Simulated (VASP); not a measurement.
Runs of VASP 6.6.1 on Hf. The structure is that of space group Fd-3m (No. 227), or close to it. The cells are those of the table. 

```tsv
task	cell	k mesh for the DOS	occupations for the DOS	gap on the mesh (eV)	pressure (GPa)
single point	a = 4.400 Å, angles 60.0°, 2 atoms	-	-	none	-0.3
single point	a = 4.152 Å, angles 60.0°, 2 atoms	-	-	none	7.0
single point	a = 3.869 Å, angles 60.0°, 2 atoms	-	-	none	(a)
single point	a = 4.280 Å, angles 60.0°, 2 atoms	-	-	none	2.5
single point	a = 4.016 Å, angles 60.0°, 2 atoms	-	-	none	(b)
single point	a = 3.538 Å, angles 60.0°, 2 atoms	-	-	none	102.3
single point	a = 3.711 Å, angles 60.0°, 2 atoms	-	-	none	58.0
```

Alike in all rows: level LDA; potentials or basis VASP PAW LDA potentials, release 64 (Hf_pv); no spin polarisation; k mesh 11 × 11 × 11; cutoff (eV) 520; smearing fermi-dirac 0.05 eV.

Question: Estimate the missing entries.

Answer: (a) 32.1; (b) 15.7.

Caveats: spin-orbit coupling is left out, which moves the levels of the heavy elements.

A k mesh can miss the band edges, and the runs leave out spin-orbit coupling on Hf.

A gap of «none» marks levels without a gap at the run's occupations.
